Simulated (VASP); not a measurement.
# MgO (P3m1) in VASP: notebook, part 2 of 2

VASP 6.6.1. The steps go on from the part before.

### Step 4. Single point, PBEsol (the distance across one plane changed)

Input file INCAR:

```
PREC = Accurate
ENCUT = 520
EDIFF = 1E-6
ISMEAR = 0
SIGMA = 0.05
LREAL = F
LASPH = T
NELM = 80
ALGO = Normal
ISIF = 2
LWAVE = F
LCHARG = F
GGA = PS
NBANDS = 36
```

Input file KPOINTS:

```
regular mesh
0
Gamma
  9 9 2
```

Input file POSCAR:

```
MgO
1.0
    2.1351500000     -2.1351500000      0.0000000000
    2.1351500000      0.0000000000     -2.1351500000
    8.9736127019      8.9736127019      8.9736127019
Mg O
6 6
Direct
    0.6666666667      0.6666666667      0.0396560834
    0.0000000000      0.0000000000      0.8327777505
    0.3333333333      0.3333333333      0.1982804168
    0.6666666667      0.6666666667      0.5155290837
    0.0000000000      0.0000000000      0.3569047502
    0.3333333333      0.3333333333      0.6741534171
    0.6666666667      0.6666666667      0.2775925835
    0.0000000000      0.0000000000      0.1189682501
    0.3333333333      0.3333333333      0.4362169169
    0.6666666667      0.6666666667      0.7534655838
    1.0000000000      1.0000000000      0.5948412504
    0.3333333333      0.3333333333      0.9120899172
```

Potentials or basis: VASP PAW PBE potentials, release 64 (Mg, O).

On the command line:

```bash
$ cat potpaw_PBE.64/Mg/POTCAR potpaw_PBE.64/O/POTCAR > POTCAR
$ mpirun -np 1 vasp_std > vasp.out
```

OUTCAR:

```text
PREC = Accurate
   ENCUT = 520
   EDIFF = 1E-6
   ISMEAR = 0
   LREAL = F
   LASPH = T
   NELM = 80
   ISIF = 2
   GGA = PS

 ion  position               nearest neighbor table
   1  0.667  0.667  0.040-   8 2.14   8 2.14   8 2.14  12 2.64  12 2.64  12 2.64   3 3.02   3 3.02
                             3 3.02
   2  0.000  0.000  0.833-  10 2.14  12 2.14  10 2.14  10 2.14  12 2.14  12 2.14   6 3.02   6 3.02
                             6 3.02
   3  0.333  0.333  0.198-   7 2.14   7 2.14   8 2.14   8 2.14   8 2.14   7 2.14   5 3.02   1 3.02
                             1 3.02   5 3.02   5 3.02   1 3.02
   4  0.667  0.667  0.516-  11 2.14  11 2.14  11 2.14   9 2.14   9 2.14   9 2.14   6 3.02   6 3.02
                             6 3.02   5 3.02   5 3.02   5 3.02
   5  0.000  0.000  0.357-   7 2.14   9 2.14   7 2.14   7 2.14   9 2.14   9 2.14   3 3.02   3 3.02
                             3 3.02   4 3.02   4 3.02   4 3.02
   6  0.333  0.333  0.674-  11 2.14  10 2.14  10 2.14  11 2.14  11 2.14  10 2.14   2 3.02   4 3.02
                             4 3.02   2 3.02   2 3.02   4 3.02
   7  0.667  0.667  0.278-   3 2.14   3 2.14   5 2.14   5 2.14   5 2.14   3 2.14
   8  0.000  0.000  0.119-   1 2.14   3 2.14   1 2.14   1 2.14   3 2.14   3 2.14
   9  0.333  0.333  0.436-   5 2.14   5 2.14   5 2.14   4 2.14   4 2.14   4 2.14
  10  0.667  0.667  0.753-   6 2.14   6 2.14   2 2.14   2 2.14   2 2.14   6 2.14
  11  0.000  0.000  0.595-   4 2.14   6 2.14   4 2.14   4 2.14   6 2.14   6 2.14
  12  0.333  0.333  0.912-   2 2.14   2 2.14   2 2.14   1 2.64   1 2.64   1 2.64

  LATTYP: Found a hexagonal cell.
 ALAT       =     3.0195580877
 C/A-ratio  =     5.1473602016

  Lattice vectors:

 A1 = (  -2.1351500000,   0.0000000000,   2.1351500000)
 A2 = (   2.1351500000,  -2.1351500000,   0.0000000000)
 A3 = (   8.9736127019,   8.9736127019,   8.9736127019)

Analysis of symmetry for initial positions (statically):
=====================================================================
 Subroutine PRICEL returns:
 Original cell was already a primitive cell.

 Routine SETGRP: Setting up the symmetry group for a
 hexagonal supercell.

 Subroutine GETGRP returns: Found  6 space group operations
 (whereof  6 operations were pure point group operations)
 out of a pool of 24 trial point group operations.

The static configuration has the point symmetry C_3v.

Analysis of symmetry for dynamics (positions and initial velocities):
=====================================================================
 Subroutine PRICEL returns:
 Original cell was already a primitive cell.

 Routine SETGRP: Setting up the symmetry group for a
 hexagonal supercell.

 Subroutine GETGRP returns: Found  6 space group operations
 (whereof  6 operations were pure point group operations)
 out of a pool of 24 trial point group operations.

The dynamic configuration has the point symmetry C_3v.

 Subroutine INISYM returns: Found  6 space group operations
 (whereof  6 operations are pure point group operations),
 and found     1 'primitive' translations

----------------------------------------------------------------------------------------

                                     Primitive cell

  volume of cell :     122.7285

  direct lattice vectors                    reciprocal lattice vectors
     2.135150000 -2.135150000  0.000000000     0.156117057 -0.312234113  0.156117057
     2.135150000  0.000000000 -2.135150000     0.156117057  0.156117057 -0.312234113
     8.973612702  8.973612702  8.973612702     0.037145946  0.037145946  0.037145946

  length of vectors
[... 90 lines left out ...]
   NGXF,Y,Z  is equivalent  to a cutoff of  26.43, 26.43, 25.67 a.u.
 SYSTEM =  unknown system
   PREC   = accura    normal or accurate (medium, high low for compatibility)
   ISTART =      0    job   : 0-new  1-cont  2-samecut
   ICHARG =      2    charge: 1-file 2-atom 10-const
   ISPIN  =      1    spin polarized calculation?
   LNONCOLLINEAR =      F non collinear calculations
   LSORBIT =      F    spin-orbit coupling
   LASPH  =      T    aspherical Exc in radial PAW
   ENCUT  =  520.0 eV  38.22 Ry    6.18 a.u.   5.61  5.61 28.90*2*pi/ulx,y,z
   NELM   =     80;   NELMIN=  2; NELMDL= -5     # of ELM steps
   EDIFF  = 0.1E-05   stopping-criterion for ELM
   LREAL  =      F    real-space projection
   EDIFFG = 0.1E-04   stopping-criterion for IOM
   NSW    =      0    number of steps for IOM
   IBRION =     -1    ionic relax: 0-MD 1-quasi-New 2-CG
   NFREE  =      0    steps in history (QN), initial steepest desc. (CG)
   ISIF   =      2    stress and relaxation
   ISYM   =      2    0-nonsym 1-usesym 2-fastsym
   POTIM  = 0.5000    time-step for ionic-motion
   TEBEG  =    0.0;   TEEND  =   0.0 temperature during run
   PSTRESS=    0.0 pullay stress
   NELECT =      48.0000    total number of electrons
   NUPDOWN=      -1.0000    fix difference up-down
   EMIN   =  10.00;   EMAX   =-10.00  energy-range for DOS
   EFERMI =   0.00;   METHOD = LEGACY
   ISMEAR =     0;   SIGMA  =   0.05  broadening in eV -4-tet -1-fermi 0-gaus
   EFERMI_NEDOS =   21; number of points for ismear=-14 and -15
   IALGO  =     38    algorithm
   IMIX   =      4    mixing-type and parameters
     AMIX     =   0.40;   BMIX     =  1.00
     AMIX_MAG =   1.60;   BMIX_MAG =  1.00
  volume/ion in A,a.u.               =      10.23        69.02
  Fermi-wavevector in a.u.,A,eV,Ry     =   1.197219  2.262415 19.501671  1.433332
  Thomas-Fermi vector in A             =   2.333139
   LORBIT       =      0    0 simple, 1 ext, 2 COOP (PROOUT), +10 PAW based schemes
   GGA     = PS    functional components
   LHFCALC =     F    Hartree Fock is set to
   AEXX    =    0.0000 exact exchange contribution
   IVDW    =     0    specifies the selected vdW correction
   LEPSILON=     F    determine dielectric tensor
   LRPA    =     F    only Hartree local field effects (RPA)
 non-spin polarized calculation
 Gauss-broadening in eV      SIGMA  =   0.05
  energy-cutoff  :      520.00
  volume of cell :      122.73
 maximum number of plane-waves:      3345
   NGX = 11   NGY = 11   NGZ = 57

 number of electron      48.0000019 magnetization

 Free energy of the ion-electron system (eV)
  ---------------------------------------------------
  ext. energy  EPLUGINS =         0.00000000
  ---------------------------------------------------
  free energy    TOTEN  =       -73.01263342 eV

  energy without entropy =      -73.01263342  energy(sigma->0) =      -73.01263342

 E-fermi :   5.0793     XC(G=0): -10.8715

 val. band max:        4.8331106160   @ k =   0.0000   0.0000   0.0000
 cond. band min:       5.2799256063   @ k =   0.0000   0.0000   0.0000
 fundamental gap:      0.4468149903
 Fermi energy:         5.0793444233

 k-point     1 :       0.0000    0.0000    0.0000
  band No.  band energies     occupation
      1     -15.9532      2.00000
      2     -15.1328      2.00000
      3     -14.4043      2.00000
      4     -13.6801      2.00000
      5     -12.8907      2.00000
      6     -11.3930      2.00000
[... 925 lines left out ...]
     35      13.6128      0.00000
     36      13.8047      0.00000

------------------------ aborting loop because EDIFF is reached ----------------------------------------

  FORCE on cell =-STRESS in cart. coord.  units (eV):
  Direction    XX          YY          ZZ          XY          YZ          ZX
  --------------------------------------------------------------------------------------
  -------------------------------------------------------------------------------------
  Total       -6.5815511     -6.5815511     -6.5815511     -3.3691786     -3.3691786     -3.3691786
  in kB      -85.9198442    -85.9198442    -85.9198442    -43.9834469    -43.9834469    -43.9834469
  external PRESSURE =     -85.9198442 kB  Pullay stress =       0.0000000 kB

 VOLUME and BASIS-vectors are now :
 -----------------------------------------------------------------------------
  energy-cutoff  :      520.00
  volume of cell :      122.73
      direct lattice vectors                 reciprocal lattice vectors
     2.135150000 -2.135150000  0.000000000     0.156117057 -0.312234113  0.156117057
     2.135150000  0.000000000 -2.135150000     0.156117057  0.156117057 -0.312234113
     8.973612702  8.973612702  8.973612702     0.037145946  0.037145946  0.037145946

 POSITION                                       TOTAL-FORCE (eV/Angst)
 -----------------------------------------------------------------------------------
      3.20273     -1.06757     -1.06757        -1.837751     -1.837751     -1.837751
      7.47302      7.47302      7.47302         1.024588      1.024588      1.024588
      3.20272      1.06758      1.06758         0.334442      0.334442      0.334442
      7.47303      3.20273      3.20273         0.334264      0.334264      0.334264
      3.20272      3.20272      3.20272         0.333925      0.333925      0.333925
      7.47302      5.33788      5.33788         0.333111      0.333111      0.333111
      5.33788      1.06757      1.06757        -0.332161     -0.332161     -0.332161
      1.06758      1.06758      1.06758        -0.312090     -0.312090     -0.312090
      5.33787      3.20272      3.20272        -0.333414     -0.333414     -0.333414
      9.60818      5.33787      5.33787        -0.350732     -0.350732     -0.350732
      5.33788      5.33788      5.33788        -0.335240     -0.335240     -0.335240
      9.60817      7.47302      7.47302         1.141058      1.141058      1.141058
 -----------------------------------------------------------------------------------
    total drift:                                0.001250      0.001250      0.001250

  FREE ENERGIE OF THE ION-ELECTRON SYSTEM (eV)
  ---------------------------------------------------
  free  energy   TOTEN  =       -73.0126334240 eV

  energy  without entropy=      -73.0126334240  energy(sigma->0) =      -73.01263342
```

Wall time 67 s (1 thread of AMD EPYC 9R45 (Zen 5), shared host); peak memory 0.26 GiB.

Results:

```
Free energy            : -73.0126 eV
Pressure               : -8.6 GPa
Largest force          : 3.183 eV/Å
Band gap on the k mesh : 0.45 eV
```

Forces in eV/Å, atoms in the order of the input:
```
Mg  -1.838 -1.838 -1.838
Mg   1.025  1.025  1.025
Mg   0.334  0.334  0.334
Mg   0.334  0.334  0.334
Mg   0.334  0.334  0.334
Mg   0.333  0.333  0.333
O   -0.332 -0.332 -0.332
O   -0.312 -0.312 -0.312
O   -0.333 -0.333 -0.333
O   -0.351 -0.351 -0.351
O   -0.335 -0.335 -0.335
O    1.141  1.141  1.141
```

Stress tensor (GPa, compression positive):
```
-8.59 -4.40 -4.40
-4.40 -8.59 -4.40
-4.40 -4.40 -8.59
```

Caveat: the cell differs from its parent crystal (the distance across one plane changed); the cell stands under tension; semilocal functionals underestimate gaps, and a narrow one can read as zero; the PAW data sets were made with another functional, which shifts forces and pressure a little. A k mesh can miss the band edges.

### Step 5. Summary

```tsv
cell	gap on the mesh (eV)	pressure (GPa)	largest force (eV/Å)
a = 3.020, b = 3.020, c = 14.493 Å, angles 90.0, 90.0, 60.0°, 12 atoms	3.63	-2.5	3.23
a = 3.020, b = 3.020, c = 15.293 Å, angles 90.0, 90.0, 60.0°, 12 atoms	1.72	-8.6	2.85
a = 3.020, b = 3.020, c = 15.543 Å, angles 90.0, 90.0, 60.0°, 12 atoms	0.45	-8.6	3.18
```

Alike in all rows: task single point; level PBEsol; potentials or basis VASP PAW PBE potentials, release 64 (Mg, O); no spin polarisation; k mesh 9 × 9 × 2; cutoff (eV) 520; smearing gaussian 0.05 eV.

Caveats: the PAW data sets were made with another functional, which shifts forces and pressure a little; the cell stands under tension (at least some runs); semilocal functionals underestimate gaps, and a narrow one can read as zero (at least some runs).

Absolute energies hang on the potentials; compare differences alone.
